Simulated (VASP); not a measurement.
# W (Im-3m) in VASP: further runs, part 2 of 2

VASP 6.6.1. Earlier steps stand in the parts before.

### 3 Relaxation of cell and atoms, r2SCAN

This run uses another cell than the first one: it holds 1 atom, not 2.

Contents of POSCAR:

```
W
1.0
   -1.5851577801      1.5851577801      1.5851577801
    1.5851577801     -1.5851577801      1.5851577801
    1.5851577801      1.5851577801     -1.5851577801
W
1
Direct
    0.0000000000      0.0000000000      0.0000000000
```

Contents of INCAR.step1:

```
  ALGO = Normal
  EDIFF = 1E-4
  ENCUT = 600
  GGA = PE
  ISMEAR = 0
  LASPH = T
  LCHARG = F
  LREAL = F
  LWAVE = T
  NELM = 100
  PREC = Accurate
  SIGMA = 0.1
```

Contents of INCAR.step2:

```
  ALGO = Normal
  EDIFF = 1E-7
  EDIFFG = -0.005
  ENCUT = 600
  IBRION = 2
  ISIF = 3
  ISMEAR = 0
  ISTART = 1
  LASPH = T
  LCHARG = F
  LMIXTAU = T
  LREAL = F
  LWAVE = F
  METAGGA = R2SCAN
  NELM = 100
  NSW = 100
  PREC = Accurate
  SIGMA = 0.1
```

Contents of KPOINTS:

```
k-points
0
Gamma
  18 18 18
```

Potentials or basis: VASP PAW PBE potentials, release 64 (W_sv).

Run with:

```bash
> cat potpaw_PBE.64/W_sv/POTCAR > POTCAR
> cp INCAR.step1 INCAR
> mpirun -np 1 vasp_std > vasp.out
> cp INCAR.step2 INCAR
> mpirun -np 1 vasp_std > vasp.out
```

OUTCAR:

```text
EDIFF = 1E-7
   EDIFFG = -0.005
   ENCUT = 600
   IBRION = 2
   ISIF = 3
   ISMEAR = 0
   ISTART = 1
   LASPH = T
   LREAL = F
   METAGGA = R2SCAN
   NELM = 100
   NSW = 100
   PREC = Accurate

 ion  position               nearest neighbor table
   1  0.000  0.000  0.000-

  LATTYP: Found a body centered cubic cell.
 ALAT       =     3.1703155602

  Lattice vectors:

 A1 = (  -1.5851577801,   1.5851577801,   1.5851577801)
 A2 = (   1.5851577801,  -1.5851577801,   1.5851577801)
 A3 = (   1.5851577801,   1.5851577801,  -1.5851577801)

Analysis of symmetry for initial positions (statically):
=====================================================================
 Subroutine PRICEL returns:
 Original cell was already a primitive cell.

 Routine SETGRP: Setting up the symmetry group for a
 body centered cubic supercell.

 Subroutine GETGRP returns: Found 48 space group operations
 (whereof 48 operations were pure point group operations)
 out of a pool of 48 trial point group operations.

The static configuration has the point symmetry O_h .

Analysis of symmetry for dynamics (positions and initial velocities):
=====================================================================
 Subroutine PRICEL returns:
 Original cell was already a primitive cell.

 Routine SETGRP: Setting up the symmetry group for a
 body centered cubic supercell.

 Subroutine GETGRP returns: Found 48 space group operations
 (whereof 48 operations were pure point group operations)
 out of a pool of 48 trial point group operations.

The dynamic configuration has the point symmetry O_h .

 Subroutine INISYM returns: Found 48 space group operations
 (whereof 48 operations are pure point group operations),
 and found     1 'primitive' translations

----------------------------------------------------------------------------------------

                                     Primitive cell

  volume of cell :      15.9323

  direct lattice vectors                    reciprocal lattice vectors
    -1.585157780  1.585157780  1.585157780     0.000000000  0.315426014  0.315426014
     1.585157780 -1.585157780  1.585157780     0.315426014  0.000000000  0.315426014
     1.585157780  1.585157780 -1.585157780     0.315426014  0.315426014  0.000000000

  length of vectors
     2.745573813  2.745573813  2.745573813     0.446079747  0.446079747  0.446079747

  position of ions in fractional coordinates (direct lattice)
     0.000000000  0.000000000  0.000000000

  ion indices of the primitive-cell ions
   primitive index   ion index
                 1           1

----------------------------------------------------------------------------------------

 KPOINTS: k-points

Automatic generation of k-mesh.
 Grid dimensions read from file:
 generate k-points for:   18   18   18

 Generating k-lattice:

  Cartesian coordinates                     Fractional coordinates (reciprocal lattice)
     0.000000000  0.017523667  0.017523667     0.055555556  0.000000000  0.000000000
[... 42 lines left out ...]
   number of dos      NEDOS =    301   number of ions     NIONS =      1
   total plane-waves  NPLWV =  13824
   dimension x,y,z NGX =    24 NGY =   24 NGZ =   24
   dimension x,y,z NGXF=    48 NGYF=   48 NGZF=   48
   ions per type =               1
   NGX,Y,Z   is equivalent  to a cutoff of  14.53, 14.53, 14.53 a.u.
   NGXF,Y,Z  is equivalent  to a cutoff of  29.06, 29.06, 29.06 a.u.
 SYSTEM =  unknown system
   PREC   = accura    normal or accurate (medium, high low for compatibility)
   ISTART =      1    job   : 0-new  1-cont  2-samecut
   ICHARG =      0    charge: 1-file 2-atom 10-const
   ISPIN  =      1    spin polarized calculation?
   LNONCOLLINEAR =      F non collinear calculations
   LSORBIT =      F    spin-orbit coupling
   LASPH  =      T    aspherical Exc in radial PAW
   ENCUT  =  600.0 eV  44.10 Ry    6.64 a.u.   5.48  5.48  5.48*2*pi/ulx,y,z
   NELM   =    100;   NELMIN=  2; NELMDL=  0     # of ELM steps
   EDIFF  = 0.1E-06   stopping-criterion for ELM
   LREAL  =      F    real-space projection
   EDIFFG = -.5E-02   stopping-criterion for IOM
   NSW    =    100    number of steps for IOM
   IBRION =      2    ionic relax: 0-MD 1-quasi-New 2-CG
   NFREE  =      1    steps in history (QN), initial steepest desc. (CG)
   ISIF   =      3    stress and relaxation
   ISYM   =      2    0-nonsym 1-usesym 2-fastsym
   POTIM  = 0.5000    time-step for ionic-motion
   TEBEG  =    0.0;   TEEND  =   0.0 temperature during run
   PSTRESS=    0.0 pullay stress
   NELECT =      14.0000    total number of electrons
   NUPDOWN=      -1.0000    fix difference up-down
   EMIN   =  10.00;   EMAX   =-10.00  energy-range for DOS
   EFERMI =   0.00;   METHOD = LEGACY
   ISMEAR =     0;   SIGMA  =   0.10  broadening in eV -4-tet -1-fermi 0-gaus
   EFERMI_NEDOS =   21; number of points for ismear=-14 and -15
   IALGO  =     38    algorithm
   IMIX   =      4    mixing-type and parameters
     AMIX     =   0.40;   BMIX     =  1.00
     AMIX_MAG =   1.60;   BMIX_MAG =  1.00
  volume/ion in A,a.u.               =      15.93       107.52
  Fermi-wavevector in a.u.,A,eV,Ry     =   1.568044  2.963174 33.453504  2.458763
  Thomas-Fermi vector in A             =   2.670134
   LORBIT       =      0    0 simple, 1 ext, 2 COOP (PROOUT), +10 PAW based schemes
   METAGGA = R2SCAN    functional components
   LHFCALC =     F    Hartree Fock is set to
   AEXX    =    0.0000 exact exchange contribution
   IVDW    =     0    specifies the selected vdW correction
   LEPSILON=     F    determine dielectric tensor
   LRPA    =     F    only Hartree local field effects (RPA)
 conjugate gradient relaxation of ions
 non-spin polarized calculation
 Gauss-broadening in eV      SIGMA  =   0.10
  energy-cutoff  :      600.00
  volume of cell :       15.93
 maximum number of plane-waves:       555
 NGX is ok and might be reduce to    24

--------------------------------------- Ionic step        1  -------------------------------------------

 number of electron      14.0000002 magnetization

 Free energy of the ion-electron system (eV)
  ---------------------------------------------------
  ext. energy  EPLUGINS =         0.00000000
  ---------------------------------------------------
  free energy    TOTEN  =       -51.34825195 eV

  energy without entropy =      -51.34463594  energy(sigma->0) =      -51.34644394

------------------------ aborting loop because EDIFF is reached ----------------------------------------

  FORCE on cell =-STRESS in cart. coord.  units (eV):
  Direction    XX          YY          ZZ          XY          YZ          ZX
  --------------------------------------------------------------------------------------
  -------------------------------------------------------------------------------------
  Total        0.0672645      0.0672645      0.0672645      0.0000000      0.0000000      0.0000000
  in kB        6.7642384      6.7642384      6.7642384      0.0000000      0.0000000      0.0000000
  external PRESSURE =       6.7642384 kB  Pullay stress =       0.0000000 kB
[... 57 lines left out ...]
--------------------------------------- Ionic step        3  -------------------------------------------

 number of electron      14.0000002 magnetization

 Free energy of the ion-electron system (eV)
  ---------------------------------------------------
  ext. energy  EPLUGINS =         0.00000000
  ---------------------------------------------------
  free energy    TOTEN  =       -51.34832076 eV

  energy without entropy =      -51.34468010  energy(sigma->0) =      -51.34650043

 E-fermi :  11.1796     XC(G=0): -14.9119

 val. band max:       11.1700425091   @ k =  -0.1667   0.1667   0.0556
 cond. band min:      11.1916950831   @ k =  -0.3889   0.3889   0.2778
 fundamental gap:      0.0216525740
 Fermi energy:        11.1795814797

 k-point     1 :       0.0000    0.0000    0.0000
  band No.  band energies     occupation
      1     -64.9309      2.00000
      2     -27.8026      2.00000
      3     -27.8026      2.00000
      4     -27.8026      2.00000
      5       1.0979      2.00000
      6       9.9182      2.00000
      7       9.9182      2.00000
      8       9.9183      2.00000
      9      13.7367      0.00000
     10      13.7367      0.00000
     11      26.4288      0.00000
[... 309 lines left out ...]
 k-point    24 :       0.3889    0.1111    0.0000
  band No.  band energies     occupation
      1     -64.7841      2.00000
      2     -29.0611      2.00000
      3     -28.2726      2.00000
      4     -27.8690      2.00000
      5       5.1222      2.00000
      6       7.6275      2.00000
      7      10.4621      2.00000
      8      13.4197      0.00000
      9      14.8102      0.00000
     10      17.7571      0.00000
     11      22.6013      0.00000

 [... further k-points ...]
[... 5 lines left out ...]
  --------------------------------------------------------------------------------------
  -------------------------------------------------------------------------------------
  Total        0.0012381      0.0012381      0.0012381     -0.0000000     -0.0000000      0.0000000
  in kB        0.1242468      0.1242468      0.1242468     -0.0000000     -0.0000000      0.0000000
  external PRESSURE =       0.1242468 kB  Pullay stress =       0.0000000 kB
[... 16 lines left out ...]
  FREE ENERGIE OF THE ION-ELECTRON SYSTEM (eV)
  ---------------------------------------------------
  free  energy   TOTEN  =       -51.3483207604 eV

  energy  without entropy=      -51.3446800979  energy(sigma->0) =      -51.34650043

 reached required accuracy - stopping structural energy minimisation
```

Run time: 9 min. Hardware: 1 thread of Intel Xeon 8259CL, shared host; peak memory 0.18 GiB.

What came out:

- Free energy: -51.3483 eV
- Relaxed volume: 15.97 Å³/atom
- Relaxed cell: a = 2.747 Å, b = 2.747 Å, c = 2.747 Å, α = 109.47°, β = 109.47°, γ = 109.47°
- Space group after relaxing (to 0.1 Å): Im-3m (No. 229)
- Energy gained by relaxing: 0.1 meV/atom
- Ionic steps: 3
- Pressure after relaxing: 0.0 GPa
- Band gap on the k mesh: zero (bands 7 and 8 overlap by 6.56 eV)

Final structure:
```xyz
1
Lattice="-1.5863 1.5863 1.5863 1.5863 -1.5863 1.5863 1.5863 1.5863 -1.5863" Properties=species:S:1:pos:R:3 pbc="T T T"
W     0.0000    0.0000    0.0000
```

Levels at points of the mesh, in eV from the Fermi level:
| k point | band 4 | band 5 | band 6 | band 7 | band 8 | band 9 | band 10 | band 11 |
| --- | --- | --- | --- | --- | --- | --- | --- | --- |
| (0.00, 0.00, 0.00) | -38.98 | -10.08 | -1.26 | -1.26 | -1.26 | 2.56 | 2.56 | 15.25 |
| (0.50, 0.00, 0.00) | -38.99 | -6.51 | -3.71 | 0.51 | 2.39 | 3.43 | 6.29 | 11.55 |
| (0.50, 0.50, 0.50) | -39.92 | -5.95 | -5.95 | 5.30 | 5.30 | 5.30 | 8.49 | 8.49 |

Caveat: the PAW data sets were made with another functional, which shifts forces and pressure a little; spin-orbit coupling is left out, which moves the levels of the heavy elements.

The gap in the log of VASP goes by the Fermi energy; the results here count the filled bands.